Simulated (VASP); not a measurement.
Set up this calculation in VASP 6.6.1, as the native input.

* Task: relaxation of cell and atoms
* Functional: PBE
* Potentials or basis: VASP PAW PBE potentials, release 64 (Pb_d, Te)
* Cutoff: 600 eV
* k mesh: 13 × 13 × 13
* Occupations: fermi-dirac, width 0.08 eV
* Spin: no spin polarisation
* Target pressure: 54 GPa
* Dipole correction: no
* Further INCAR settings: ALGO = Normal; EDIFF = 1e-07; IBRION = 2; EDIFFG = -0.005; NSW = 32; ISIF = 3

The structure of TePb (CsCl type) lies in POSCAR:

```
TePb
1.0
    3.4217802460      0.0000000000      0.0000000000
    0.0000000000      3.4217802460      0.0000000000
    0.0000000000      0.0000000000      3.4217802460
Pb Te
1 1
Direct
    0.0000000000      0.0000000000      0.0000000000
    0.5000000000      0.5000000000      0.5000000000
```

One way to write it, as run:

INCAR

```
SYSTEM = TePb
ALGO = Normal
EDIFF = 1E-7
EDIFFG = -0.005
ENCUT = 600
GGA = PE
IBRION = 2
ISIF = 3
ISMEAR = -1
LASPH = .TRUE.
LCHARG = .FALSE.
LREAL = .FALSE.
LWAVE = .FALSE.
NELM = 100
NSW = 32
PREC = Accurate
PSTRESS = 540.0
SIGMA = 0.08
```

KPOINTS

```
k-points
0
G
  13 13 13
  0 0 0
```

Potentials or basis: VASP PAW PBE potentials, release 64 (Pb_d, Te).

Launch:

```sh
$ cat potpaw_PBE.64/Pb_d/POTCAR potpaw_PBE.64/Te/POTCAR > POTCAR
$ mpirun -np 1 vasp_std > vasp.out
```

Results of the run:

```
Pressure after relaxing : 54.0 GPa
Band gap on the k mesh  : zero (bands 10 and 11 overlap by 3.88 eV)
```

Caveat: the relaxation stopped at its first step, so nothing moved; the cell is relaxed towards a set pressure, so the run minimises the enthalpy, not the energy; spin-orbit coupling is left out, which moves the levels of the heavy elements.

It took 22 s on 1 thread of Intel(R) Xeon(R) 6975P-C (Granite Rapids), on a shared host, peak memory 0.2 GiB.
